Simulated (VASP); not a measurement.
# CrCuO2 (R-3m) in VASP: single point with r2SCAN

Aim: the single point of CrCuO2 with r2SCAN.

Everything below comes from runs of VASP 6.6.1. Logs are shortened: lines on timing, memory, paths and dates and some standing lists are left out, and cuts for length are marked.

### Step 1. The cell of the first run

It takes space group R-3m (No. 166, trigonal). Conventional cell: a = 2.982 Å, b = 2.982 Å, c = 17.012 Å, α = 90.00°, β = 90.00°, γ = 120.00°. Cr (site symmetry -3m) has 6 O at 1.99 Å within 2.6 Å. Within 2.4 Å of Cu (site symmetry -3m) lie 2 O at 1.84 Å. O (site symmetry 3m) has 1 Cu at 1.84 Å and 3 Cr at 1.99 Å within 2.4 Å.

### Step 2. Single point, r2SCAN, collinear spin, ferrimagnetic start

Contents of POSCAR:

```
CrCuO2
1.0
    1.4908251679      0.8607283120      5.6707465971
   -1.4908251679      0.8607283120      5.6707465971
    0.0000000000     -1.7214566240      5.6707465971
Cr Cu O
1 1 2
Direct
    0.5000000000      0.5000000000      0.5000000000
    0.0000000000      0.0000000000      0.0000000000
    0.1079630435      0.1079630435      0.1079630435
    0.8920369565      0.8920369565      0.8920369565
```

Contents of INCAR.step1:

```
PREC = Accurate
ENCUT = 660
ISMEAR = 0
SIGMA = 0.05
LREAL = False
LASPH = True
NELM = 200
ISPIN = 2
MAGMOM = 4 -1 0 0
LMAXMIX = 4
NBANDS = 30
GGA = PE
ALGO = Normal
EDIFF = 1E-5
LWAVE = True
LCHARG = False
GGA_COMPAT = False
```

Contents of INCAR.step2:

```
PREC = Accurate
ENCUT = 660
EDIFF = 1E-6
ISMEAR = 0
SIGMA = 0.05
LREAL = False
LASPH = True
NELM = 200
ALGO = Normal
ISIF = 2
LWAVE = False
LCHARG = True
ISPIN = 2
MAGMOM = 4 -1 0 0
LORBIT = 11
LMAXMIX = 4
METAGGA = R2SCAN
LMIXTAU = True
LELF = True
LVHAR = True
NBANDS = 30
ISTART = 1
GGA_COMPAT = False
```

Contents of KPOINTS:

```
regular mesh
0
Gamma
  10 10 10
```

Potentials or basis: VASP PAW PBE potentials, release 64 (Cr_pv, Cu, O).

The run is started by

```
$ cat potpaw_PBE.64/Cr_pv/POTCAR potpaw_PBE.64/Cu/POTCAR potpaw_PBE.64/O/POTCAR > POTCAR
$ cp INCAR.step1 INCAR
$ mpirun -np 1 vasp_std > vasp.out
$ cp INCAR.step2 INCAR
$ mpirun -np 1 vasp_std > vasp.out
```

OUTCAR:

```text
PREC = Accurate
   ENCUT = 660
   EDIFF = 1E-6
   ISMEAR = 0
   LREAL = False
   LASPH = True
   NELM = 200
   ISIF = 2
   ISPIN = 2
   LORBIT = 11
   METAGGA = R2SCAN
   ISTART = 1

 ion  position               nearest neighbor table
   1  0.500  0.500  0.500-   3 1.99   4 1.99   3 1.99   3 1.99   4 1.99   4 1.99
   2  0.000  0.000  0.000-   3 1.84   4 1.84
   3  0.108  0.108  0.108-   2 1.84   1 1.99   1 1.99   1 1.99
   4  0.892  0.892  0.892-   2 1.84   1 1.99   1 1.99   1 1.99

  LATTYP: Found a trigonal (rhomboedric) cell.
 ALAT       =     5.9262787546
 COS(alpha) =     0.8734333526

  Lattice vectors:

 A1 = (   1.4908251679,   0.8607283120,   5.6707465971)
 A2 = (  -1.4908251679,   0.8607283120,   5.6707465971)
 A3 = (   0.0000000000,  -1.7214566240,   5.6707465971)

Analysis of symmetry for initial positions (statically):
=====================================================================
 Subroutine PRICEL returns:
 Original cell was already a primitive cell.

 Routine SETGRP: Setting up the symmetry group for a
 trigonal (rhombohedral) supercell.

 Subroutine GETGRP returns: Found 12 space group operations
 (whereof 12 operations were pure point group operations)
 out of a pool of 12 trial point group operations.

The static configuration has the point symmetry D_3d.

Analysis of symmetry for dynamics (positions and initial velocities):
=====================================================================
 Subroutine PRICEL returns:
 Original cell was already a primitive cell.

 Routine SETGRP: Setting up the symmetry group for a
 trigonal (rhombohedral) supercell.

 Subroutine GETGRP returns: Found 12 space group operations
 (whereof 12 operations were pure point group operations)
 out of a pool of 12 trial point group operations.

The dynamic configuration has the point symmetry D_3d.

Analysis of structural, dynamic, and magnetic symmetry:
=====================================================================
 Subroutine PRICEL returns:
 Original cell was already a primitive cell.

 Routine SETGRP: Setting up the symmetry group for a
 trigonal (rhombohedral) supercell.

 Subroutine GETGRP returns: Found 12 space group operations
 (whereof 12 operations were pure point group operations)
 out of a pool of 12 trial point group operations.

The overall configuration has the point symmetry D_3d.

 Subroutine INISYM returns: Found 12 space group operations
 (whereof 12 operations are pure point group operations),
 and found     1 'primitive' translations

----------------------------------------------------------------------------------------

                                     Primitive cell

  volume of cell :      43.6601

  direct lattice vectors                    reciprocal lattice vectors
     1.490825168  0.860728312  5.670746597     0.335384732  0.193634466  0.058781208
    -1.490825168  0.860728312  5.670746597    -0.335384732  0.193634466  0.058781208
     0.000000000 -1.721456624  5.670746597     0.000000000 -0.387268931  0.058781208

  length of vectors
     5.926278755  5.926278755  5.926278755     0.391704551  0.391704551  0.391704551

  position of ions in fractional coordinates (direct lattice)
     0.500000000  0.500000000  0.500000000
     0.000000000  0.000000000  0.000000000
     0.107963043  0.107963043  0.107963043
     0.892036957  0.892036957  0.892036957

  ion indices of the primitive-cell ions
   primitive index   ion index
                 1           1
                 2           2
                 3           3
                 4           4

----------------------------------------------------------------------------------------

 KPOINTS: regular mesh

Automatic generation of k-mesh.
 Grid dimensions read from file:
 generate k-points for:   10   10   10

 Generating k-lattice:

  Cartesian coordinates                     Fractional coordinates (reciprocal lattice)
     0.033538473  0.019363447  0.005878121     0.100000000  0.000000000  0.000000000
    -0.033538473  0.019363447  0.005878121     0.000000000  0.100000000  0.000000000
     0.000000000 -0.038726893  0.005878121     0.000000000  0.000000000  0.100000000

  Length of vectors
     0.039170455  0.039170455  0.039170455

  Shift w.r.t. Gamma in fractional coordinates (k-lattice)
     0.000000000  0.000000000  0.000000000

 Subroutine IBZKPT returns following result:
 ===========================================

 Found    116 irreducible k-points:

 Following reciprocal coordinates:
            Coordinates               Weight
  0.000000  0.000000  0.000000      1.000000
  0.100000 -0.000000  0.000000      6.000000
  0.200000 -0.000000  0.000000      6.000000
  0.300000 -0.000000  0.000000      6.000000
  0.400000 -0.000000  0.000000      6.000000
  0.500000 -0.000000  0.000000      3.000000
[... 16 lines left out ...]
  0.300000  0.300000  0.000000      6.000000
  0.400000  0.300000 -0.000000     12.000000
 [... further k-points ...]
   k-points           NKPTS =    116   k-points in BZ     NKDIM =    116   number of bands    NBANDS=     30
   number of dos      NEDOS =    301   number of ions     NIONS =      4
   total plane-waves  NPLWV = 125000
   dimension x,y,z NGX =    50 NGY =   50 NGZ =   50
   dimension x,y,z NGXF=   100 NGYF=  100 NGZF=  100
   ions per type =               1   1   2
   NGX,Y,Z   is equivalent  to a cutoff of  14.03, 14.03, 14.03 a.u.
   NGXF,Y,Z  is equivalent  to a cutoff of  28.05, 28.05, 28.05 a.u.
 SYSTEM =  unknown system
   PREC   = accura    normal or accurate (medium, high low for compatibility)
   ISTART =      1    job   : 0-new  1-cont  2-samecut
   ICHARG =      0    charge: 1-file 2-atom 10-const
   ISPIN  =      2    spin polarized calculation?
   LNONCOLLINEAR =      F non collinear calculations
   LSORBIT =      F    spin-orbit coupling
   LASPH  =      T    aspherical Exc in radial PAW
   ENCUT  =  660.0 eV  48.51 Ry    6.96 a.u.  12.41 12.41 12.41*2*pi/ulx,y,z
   NELM   =    200;   NELMIN=  2; NELMDL=  0     # of ELM steps
   EDIFF  = 0.1E-05   stopping-criterion for ELM
   LREAL  =      F    real-space projection
   EDIFFG = 0.1E-04   stopping-criterion for IOM
   NSW    =      0    number of steps for IOM
   IBRION =     -1    ionic relax: 0-MD 1-quasi-New 2-CG
   NFREE  =      0    steps in history (QN), initial steepest desc. (CG)
   ISIF   =      2    stress and relaxation
   ISYM   =      2    0-nonsym 1-usesym 2-fastsym
   POTIM  = 0.5000    time-step for ionic-motion
   TEBEG  =    0.0;   TEEND  =   0.0 temperature during run
   PSTRESS=    0.0 pullay stress
   NELECT =      35.0000    total number of electrons
   NUPDOWN=      -1.0000    fix difference up-down
   EMIN   =  10.00;   EMAX   =-10.00  energy-range for DOS
   EFERMI =   0.00;   METHOD = LEGACY
   ISMEAR =     0;   SIGMA  =   0.05  broadening in eV -4-tet -1-fermi 0-gaus
   EFERMI_NEDOS =   21; number of points for ismear=-14 and -15
   IALGO  =     38    algorithm
   IMIX   =      4    mixing-type and parameters
     AMIX     =   0.40;   BMIX     =  1.00
     AMIX_MAG =   1.60;   BMIX_MAG =  1.00
  volume/ion in A,a.u.               =      10.92        73.66
  Fermi-wavevector in a.u.,A,eV,Ry     =   1.520791  2.873877 31.467609  2.312804
  Thomas-Fermi vector in A             =   2.629593
   LORBIT       =     11    0 simple, 1 ext, 2 COOP (PROOUT), +10 PAW based schemes
   METAGGA = R2SCAN    functional components
   LHFCALC =     F    Hartree Fock is set to
   AEXX    =    0.0000 exact exchange contribution
   IVDW    =     0    specifies the selected vdW correction
   LEPSILON=     F    determine dielectric tensor
   LRPA    =     F    only Hartree local field effects (RPA)
 spin polarized calculation
 Gauss-broadening in eV      SIGMA  =   0.05
  energy-cutoff  :      660.00
  volume of cell :       43.66
 maximum number of plane-waves:      1709
 NGX is ok and might be reduce to    50
   NGX = 25   NGY = 25   NGZ = 25

 number of electron      34.9999998 magnetization       2.9999999

 Free energy of the ion-electron system (eV)
  ---------------------------------------------------
  ext. energy  EPLUGINS =         0.00000000
  ---------------------------------------------------
  free energy    TOTEN  =       -44.87700063 eV

  energy without entropy =      -44.87700063  energy(sigma->0) =      -44.87700063

 E-fermi :   6.0134     XC(G=0): -12.2947

 val. band max:        5.6473031496   @ k =  -0.4000   0.4000   0.0000
 cond. band min:       7.0160837279   @ k =   0.0000   0.0000   0.0000
 fundamental gap:      1.3687805783
 Fermi energy:         6.0134410384

 spin component 1

 k-point     1 :       0.0000    0.0000    0.0000
  band No.  band energies     occupation
      1     -40.4162      1.00000
      2     -40.3417      1.00000
      3     -40.3417      1.00000
      4     -15.5731      1.00000
      5     -14.0819      1.00000
      6      -2.6596      1.00000
[... 757 lines left out ...]
     28      19.1593      0.00000
     29      21.1010      0.00000

 [... further k-points ...]

 spin component 2

 k-point     1 :       0.0000    0.0000    0.0000
  band No.  band energies     occupation
      1     -36.6365      1.00000
      2     -36.6365      1.00000
      3     -36.6165      1.00000
      4     -15.5067      1.00000
      5     -14.0279      1.00000
      6      -2.2265      1.00000
[... 757 lines left out ...]
     28      20.2310      0.00000
     29      22.0570      0.00000

 [... further k-points ...]

 [bands above 29 left out]

------------------------ aborting loop because EDIFF is reached ----------------------------------------

  FORCE on cell =-STRESS in cart. coord.  units (eV):
  Direction    XX          YY          ZZ          XY          YZ          ZX
  --------------------------------------------------------------------------------------
  -------------------------------------------------------------------------------------
  Total        0.0935289      0.0935289      0.4030959      0.0000000      0.0000000      0.0000000
  in kB        3.4321951      3.4321951     14.7922650      0.0000000      0.0000000      0.0000000
  external PRESSURE =       7.2188851 kB  Pullay stress =       0.0000000 kB

 VOLUME and BASIS-vectors are now :
 -----------------------------------------------------------------------------
  energy-cutoff  :      660.00
  volume of cell :       43.66
      direct lattice vectors                 reciprocal lattice vectors
     1.490825168  0.860728312  5.670746597     0.335384732  0.193634466  0.058781208
    -1.490825168  0.860728312  5.670746597    -0.335384732  0.193634466  0.058781208
     0.000000000 -1.721456624  5.670746597     0.000000000 -0.387268931  0.058781208

 POSITION                                       TOTAL-FORCE (eV/Angst)
 -----------------------------------------------------------------------------------
      0.00000      0.00000      8.50612        -0.000000      0.000000     -0.000000
      0.00000      0.00000      0.00000         0.000000     -0.000000     -0.000000
      0.00000      0.00000      1.83669        -0.000000      0.000000      0.028691
      0.00000      0.00000     15.17555        -0.000000      0.000000     -0.028691
 -----------------------------------------------------------------------------------
    total drift:                                0.000000     -0.000000      0.000000

  FREE ENERGIE OF THE ION-ELECTRON SYSTEM (eV)
  ---------------------------------------------------
  free  energy   TOTEN  =       -44.8770006268 eV

  energy  without entropy=      -44.8770006268  energy(sigma->0) =      -44.87700063

 total charge

# of ion       s       p       d       tot
------------------------------------------
    1        0.425   6.339   4.044  10.808
    2        0.441   0.332   9.241  10.015
    3        1.555   3.542   0.000   5.096
    4        1.555   3.542   0.000   5.096
--------------------------------------------------
tot          3.976  13.754  13.285  31.015

 magnetization (x)

# of ion       s       p       d       tot
------------------------------------------
    1        0.057   0.026   2.804   2.886
    2        0.017   0.008  -0.005   0.021
    3        0.000   0.001   0.000   0.001
    4        0.000   0.001   0.000   0.001
--------------------------------------------------
tot          0.074   0.036   2.799   2.909
```

Run time: 80 min. Hardware: 1 thread of Intel Xeon Platinum 8259CL at 2.50GHz (Skylake/Cascade Lake), shared host; peak memory 0.72 GiB.

Results:

```yaml
Free_energy: -44.8770 eV
Pressure: 0.7 GPa
Largest_force: 0.029 eV/Å
Band_gap_on_the_k_mesh: 1.37 eV (least direct gap 1.39 eV)
Net_moment: 3.00 μB per cell
Site_moments: Cr +2.89; Cu +0.02; O +0.00 μB
Valence_electrons_inside_the_program's_atomic_spheres: Cr 10.81; Cu 10.02; O 5.10
```

Forces in eV/Å, atoms in the order of the input:
```
Cr   0.000  0.000  0.000
Cu   0.000  0.000  0.000
O    0.000  0.000  0.029
O    0.000  0.000 -0.029
```

Stress tensor (GPa, compression positive):
```
0.34 0.00 0.00
0.00 0.34 0.00
0.00 0.00 1.48
```

Levels at points of the mesh, in eV from the valence-band top:
Spin up:
| k point | band 16 | band 17 | band 18 | band 19 | band 20 | band 21 | band 22 | band 23 |
| --- | --- | --- | --- | --- | --- | --- | --- | --- |
| (0.00, 0.00, 0.00) | -1.85 | -1.33 | -1.33 | -1.05 | 1.37 | 2.71 | 3.46 | 3.46 |
| (0.50, 0.00, 0.00) | -1.27 | -1.03 | -0.79 | -0.30 | 1.38 | 2.80 | 3.22 | 3.43 |
| (0.50, 0.50, 0.00) | -1.33 | -1.02 | -0.77 | -0.07 | 1.39 | 2.76 | 3.28 | 3.43 |
| (0.50, 0.50, 0.50) | -1.59 | -0.93 | -0.93 | -0.55 | 1.39 | 3.25 | 3.25 | 3.80 |
Spin down:
| k point | band 13 | band 14 | band 15 | band 16 | band 17 | band 18 | band 19 | band 20 |
| --- | --- | --- | --- | --- | --- | --- | --- | --- |
| (0.00, 0.00, 0.00) | -1.95 | -1.95 | -1.55 | -1.55 | 2.16 | 2.76 | 2.76 | 3.95 |
| (0.50, 0.00, 0.00) | -1.44 | -1.33 | -1.25 | -0.27 | 1.90 | 3.53 | 3.74 | 4.11 |
| (0.50, 0.50, 0.00) | -1.76 | -1.48 | -1.33 | -0.46 | 2.55 | 3.38 | 3.73 | 3.76 |
| (0.50, 0.50, 0.50) | -1.95 | -1.95 | -0.94 | -0.94 | 2.75 | 2.75 | 3.56 | 3.88 |

Caveat: the PAW data sets were made with another functional, which shifts forces and pressure a little. A k mesh can miss the band edges.
